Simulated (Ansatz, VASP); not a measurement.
**AgCl: VASP beside Ansatz**

INCAR

```
PREC = Accurate ; ENCUT = 520
EDIFF = 1E-8 ; ISMEAR = -1
SIGMA = 0.03 ; LREAL = False
LASPH = True ; NELM = 60
ALGO = Normal ; ISIF = 2
LWAVE = False ; LCHARG = False
GGA = PS ; LEFG = True
NBANDS = 26
```

KPOINTS

```
Automatic mesh
0
Gamma
  9 9 8
```

File POSCAR:

```
AgCl
1.0
    1.8709097030     -5.5565952358      0.0000000000
    1.8709097030      5.5565952358      0.0000000000
    0.0000000000      0.0000000000      3.9632777235
Ag Cl
2 2
Direct
    0.3965554000      0.6034446000      0.7500000000
    0.6034446000      0.3965554000      0.2500000000
    0.8654487300      0.1345512700      0.2500000000
    0.1345512700      0.8654487300      0.7500000000
```

Input for Ansatz:

```yaml
crystal:
  lattice:
    - [1.870909703, -5.5565952358, 0.0]
    - [1.870909703, 5.5565952358, 0.0]
    - [0.0, 0.0, 3.9632777235]
  atoms:
    - { symbol: Ag, position: [0.3965554, 0.6034446, 0.75] }
    - { symbol: Ag, position: [0.6034446, 0.3965554, 0.25] }
    - { symbol: Cl, position: [0.86544873, 0.13455127, 0.25] }
    - { symbol: Cl, position: [0.13455127, 0.86544873, 0.75] }
kpoints:
  mp_grid: { grid: [9, 9, 8] }
scf:
  occupations: { method: fermi_dirac, width: 0.03 }
hamiltonian:
  xc: pbesol
  pseudopotentials: { kind: paw }
output:
  forces: true
  stress: true
  eigenvalues: true
  efg: { contact_densities: true }
  write_density: true
  write_potential: true
  elf: true
  volumetric_format: npy
```

Change from the starting cell: zz strain of +1 %, PAW files.

Alike in both runs: task electric field gradients; functional PBEsol; k mesh 9 × 9 × 8; occupations fermi-dirac, width 0.03 eV; no spin polarisation.

|  | VASP | Ansatz |
| --- | --- | --- |
| version | VASP 6.6.1 | Ansatz 0.2.0 |
| potentials or method | VASP PAW PBE potentials, release 64 (Ag, Cl) | PAW with Ansatz's default frozen-core files, scalar-relativistic |
| plane-wave cutoff (eV) | 520 | 420 |
| valence electrons in the cell | 36 | 52 |

Ansatz gave:

* pressure (GPa): -3.4
* traceless stress, the component that is largest in VASP (GPa): 0.71
* rms of the force components (eV/Å): 0.016
* size of Vzz on the site where it differs most (V/Å²): 44.8

Problem. Which values does VASP return?

Solution. Pressure (GPa): -3.5; traceless stress, the component that is largest in VASP (GPa): 0.73; rms of the force components (eV/Å): 0.017; size of Vzz on the site where it differs most (V/Å²): 47.9.

VASP's potentials were made for PBE, not for PBEsol. Atom by atom the forces differ by 0.001 eV/Å (rms over components). VASP's potentials hold 36 valence electrons a cell and Ansatz's 52, so a difference there can come from the potentials and not from the codes.
